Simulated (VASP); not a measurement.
# Pt (P6_3/mmc) in VASP: notebook, part 2 of 2

VASP 6.6.1. The steps go on from the part before.

### 3 Relaxation of cell and atoms, LDA

This run uses another cell than the first one, of 15.03 Å³/atom.

INCAR reads:

```
PREC = Accurate
ENCUT = 600
EDIFF = 1E-6
ISMEAR = -1
SIGMA = 0.05
LREAL = F
LASPH = T
NELM = 100
ALGO = Normal
ISIF = 3
LWAVE = F
LCHARG = F
IBRION = 2
NSW = 80
EDIFFG = -0.02
```

KPOINTS reads:

```
regular mesh
0
Gamma
  17 17 9
```

POSCAR reads:

```
Pt
1.0
    2.7700000000      0.0000000000      0.0000000000
   -1.3850000000      2.3988903685      0.0000000000
    0.0000000000      0.0000000000      4.5234100000
Pt
2
Direct
    0.3333333333      0.6666666667      0.2500000000
    0.6666666667      0.3333333333      0.7500000000
```

Potentials or basis: VASP PAW LDA potentials, release 64 (Pt).

The run is started by

```console
$ cat potpaw_LDA.64/Pt/POTCAR > POTCAR
$ mpirun -np 1 vasp_std > vasp.out
```

OUTCAR:

```text
PREC = Accurate
   ENCUT = 600
   EDIFF = 1E-6
   ISMEAR = -1
   LREAL = F
   LASPH = T
   NELM = 100
   ISIF = 3
   IBRION = 2
   NSW = 80
   EDIFFG = -0.02

 ion  position               nearest neighbor table
   1  0.333  0.667  0.250-   2 2.77   2 2.77   2 2.77   2 2.77   2 2.77   2 2.77
   2  0.667  0.333  0.750-   1 2.77   1 2.77   1 2.77   1 2.77   1 2.77   1 2.77

  LATTYP: Found a hexagonal cell.
 ALAT       =     2.7700000000
 C/A-ratio  =     1.6330000000

  Lattice vectors:

 A1 = (   2.7700000000,   0.0000000000,   0.0000000000)
 A2 = (  -1.3850000000,   2.3988903685,   0.0000000000)
 A3 = (   0.0000000000,   0.0000000000,   4.5234100000)

Analysis of symmetry for initial positions (statically):
=====================================================================
 Subroutine PRICEL returns:
 Original cell was already a primitive cell.

 Routine SETGRP: Setting up the symmetry group for a
 hexagonal supercell.

 Subroutine GETGRP returns: Found 24 space group operations
 (whereof 12 operations were pure point group operations)
 out of a pool of 24 trial point group operations.

The static configuration has the point symmetry D_3d.
 The point group associated with its full space group is D_6h.

Analysis of symmetry for dynamics (positions and initial velocities):
=====================================================================
 Subroutine PRICEL returns:
[... 373 lines left out ...]
--------------------------------------- Ionic step        7  -------------------------------------------

 number of electron      19.9999997 magnetization

 Free energy of the ion-electron system (eV)
  ---------------------------------------------------
  ext. energy  EPLUGINS =         0.00000000
  ---------------------------------------------------
  free energy    TOTEN  =       -14.89915402 eV

  energy without entropy =      -14.86987540  energy(sigma->0) =      -14.88451471

 E-fermi :  11.3512     XC(G=0): -13.7579

 val. band max:       11.3457948782   @ k =   0.3529   0.1765   0.0000
 cond. band min:      11.3512288794   @ k =   0.4706   0.0588   0.0000
 fundamental gap:      0.0054340012
 Fermi energy:        11.3512138468

 k-point     1 :       0.0000    0.0000    0.0000
  band No.  band energies     occupation
      1       0.9965      2.00000
      2       3.7152      2.00000
      3       7.0728      2.00000
      4       7.5893      2.00000
      5       7.5893      2.00000
      6       8.0123      2.00000
      7       8.0123      2.00000
      8       9.3063      2.00000
      9       9.3063      2.00000
     10      10.4421      2.00000
     11      11.1225      1.97957
     12      11.1225      1.97957
     13      16.5474      0.00000
     14      26.3115      0.00000
[... 377 lines left out ...]
      1       3.9419      2.00000
      2       5.7379      2.00000
      3       6.0681      2.00000
      4       6.1833      2.00000
      5       7.3251      2.00000
      6       7.6182      2.00000
      7       8.6455      2.00000
      8       8.6999      2.00000
      9      10.3193      2.00000
     10      10.9488      1.99936
     11      11.1403      1.97095
     12      16.6099      0.00000
     13      17.9146      0.00000
     14      22.9762      0.00000

 [... further k-points ...]
[... 5 lines left out ...]
  --------------------------------------------------------------------------------------
  -------------------------------------------------------------------------------------
  Total        0.0056100      0.0056100      0.0202297      0.0000000      0.0000000      0.0000000
  in kB        0.3018176      0.3018176      1.0883510      0.0000000      0.0000000      0.0000000
  external PRESSURE =       0.5639954 kB  Pullay stress =       0.0000000 kB
[... 17 lines left out ...]
  FREE ENERGIE OF THE ION-ELECTRON SYSTEM (eV)
  ---------------------------------------------------
  free  energy   TOTEN  =       -14.8991540190 eV

  energy  without entropy=      -14.8698753956  energy(sigma->0) =      -14.88451471

 reached required accuracy - stopping structural energy minimisation
```

CONTCAR:

```text
Pt
   1.00000000000000
     2.7147291581739088    0.0000000000000000    0.0000000000000000
    -1.3573645790869544    2.3510244153890238    0.0000000000000000
     0.0000000000000000   -0.0000000000000000    4.6660401505200424
  Pt
     2
Direct
     0.3333333332999970    0.6666666667000030    0.2500000000000000
     0.6666666667000030    0.3333333332999970    0.7500000000000000

  0.00000000E+00  0.00000000E+00  0.00000000E+00
  0.00000000E+00  0.00000000E+00  0.00000000E+00
```

Wall time 3.8 min (1 thread of Intel Xeon Platinum 8259CL at 2.50GHz (Skylake/Cascade Lake), shared host); peak memory 0.2 GiB.

What came out:

| Quantity | Value |
| --- | --- |
| Free energy | -14.8992 eV |
| Relaxed volume | 14.89 Å³/atom |
| Relaxed cell | a = 2.715 Å, b = 2.715 Å, c = 4.666 Å, α = 90.00°, β = 90.00°, γ = 120.00° |
| Space group after relaxing (to 0.1 Å) | P6_3/mmc (No. 194) |
| Energy gained by relaxing | 18.7 meV/atom |
| Ionic steps | 7 |
| Pressure after relaxing | 0.1 GPa |
| Band gap on the k mesh | zero (bands 10 and 11 overlap by 1.30 eV) |

The path:
```csv
step,energy change (eV),largest force (eV/Å),pressure (GPa),volume (Å³)
1,0.0000,0.0000,-2.79,30.06
2,-0.0117,0.0000,9.51,28.92
3,-0.0231,0.0000,4.19,29.36
4,-0.0359,0.0000,0.66,29.74
5,-0.0369,0.0000,1.29,29.67
6,-0.0368,0.0000,-1.25,29.90
7,-0.0375,0.0000,0.06,29.78
```

Final structure:
```
CELL_PARAMETERS angstrom
2.71473 0.00000 0.00000
-1.35736 2.35102 0.00000
0.00000 0.00000 4.66604
ATOMIC_POSITIONS crystal
Pt 0.33333 0.66667 0.25000
Pt 0.66667 0.33333 0.75000
```

Caveat: spin-orbit coupling is left out, which moves the levels of the heavy elements.
